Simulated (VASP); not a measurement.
Input of a VASP 6.6.1 run:

File INCAR:

```
PREC = Accurate ; ENCUT = 600
EDIFF = 1E-6 ; ISMEAR = 0
SIGMA = 0.1 ; LREAL = F
LASPH = T ; NELM = 200
ALGO = Normal ; ISIF = 2
LWAVE = F ; LCHARG = F
ISPIN = 2 ; MAGMOM = -7.25 0
LORBIT = 11 ; LMAXMIX = 6
GGA = PE ; NBANDS = 22
GGA_COMPAT = F
```

File KPOINTS:

```
Automatic mesh
0
Gamma
  18 18 18
```

The input POSCAR:

```
EuO
1.0
    0.0000000000      2.5309479810      2.5309479810
    2.5309479810      0.0000000000      2.5309479810
    2.5309479810      2.5309479810      0.0000000000
Eu O
1 1
Direct
    0.0000000000      0.0000000000      0.0000000000
    0.5000000000      0.5000000000      0.5000000000
```

Potentials or basis: VASP PAW PBE potentials, release 64 (Eu, O).

Launch:

```console
$ cat potpaw_PBE.64/Eu/POTCAR potpaw_PBE.64/O/POTCAR > POTCAR
$ mpirun -np 1 vasp_std > vasp.out
```

(1) Predict the net moment.

(2) What does it give for the site moments?

Results:

(1) -6.95 μB per cell.

(2) Eu -6.57; O +0.10 μB.

Caveat: a cell with one magnetic atom can't hold antiferromagnetic order, which such compounds often take.
